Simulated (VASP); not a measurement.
Runs of VASP 6.6.1 on NaI. The structure is that of space group Fm-3m (No. 225), or close to it. The cells are those of the table. 

```tsv
cell	gap on the mesh (eV)	pressure (GPa)
a = 4.573 Å, angles 60.0°, 2 atoms	4.45	-0.1
a = 4.479 Å, angles 60.0°, 2 atoms	(a)	1.1
a = 4.662 Å, angles 60.0°, 2 atoms	4.28	-1.0
a = 4.382 Å, angles 60.0°, 2 atoms	4.89	2.8
a = 4.527 Å, angles 60.0°, 2 atoms	4.54	(b)
a = 4.618 Å, angles 60.0°, 2 atoms	4.36	-0.6
a = 4.720 Å, angles 60.0°, 2 atoms	4.18	-1.4
a = 4.431 Å, angles 60.0°, 2 atoms	4.76	1.9
```

Alike in all rows: task single point; level r2SCAN; potentials or basis VASP PAW PBE potentials, release 64 (Na_pv, I); no spin polarisation; k mesh 6 × 6 × 6; cutoff (eV) 520; smearing gaussian 0.02 eV.

Task: Fill in the values left out.

Result: (a) 4.65; (b) 0.4.

Caveats: the PAW data sets were made with another functional, which shifts forces and pressure a little; spin-orbit coupling is left out, which moves the levels of the heavy elements.

A k mesh can miss the band edges, and the runs leave out spin-orbit coupling on I.
